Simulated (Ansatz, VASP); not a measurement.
# HfBi3: VASP beside Ansatz

```
Bi Hf
1.0
    -2.31546    2.31546    5.26522
     2.31546   -2.31546    5.26522
     2.31546    2.31546   -5.26522
Bi Hf
3 1
Direct
  0.50000 0.50000 0.00000
  0.25000 0.75000 0.50000
  0.75000 0.25000 0.50000
  0.00000 0.00000 0.00000
```

Alike in both runs: task single point; functional RPBE; k mesh 8 × 8 × 8; occupations gaussian, width 0.05 eV; no spin polarisation.

```csv
,VASP,Ansatz
version,VASP 6.6.1,Ansatz 0.2.0
potentials or method,"VASP PAW PBE potentials, release 64 (Bi_d, Hf_pv)",Ansatz PAW
plane-wave cutoff (eV),520,420
valence electrons in the cell,55,71
```

Ansatz gave:

```
gap on the k mesh at the Fermi level (eV)                     : none
pressure (GPa)                                                : 1.9
traceless stress, the component that is largest in VASP (GPa) : -0.28
```

Estimate VASP's values.

gap on the k mesh at the Fermi level (eV): none; pressure (GPa): 1.7; traceless stress, the component that is largest in VASP (GPa): -0.26.

VASP's potentials were made for PBE, not for RPBE. A gap of «none» marks a metal or a gap that the smearing closes. VASP's potentials hold 55 valence electrons a cell and Ansatz's 71, so a difference there can come from the potentials and not from the codes.

Neither program's run includes spin-orbit coupling.
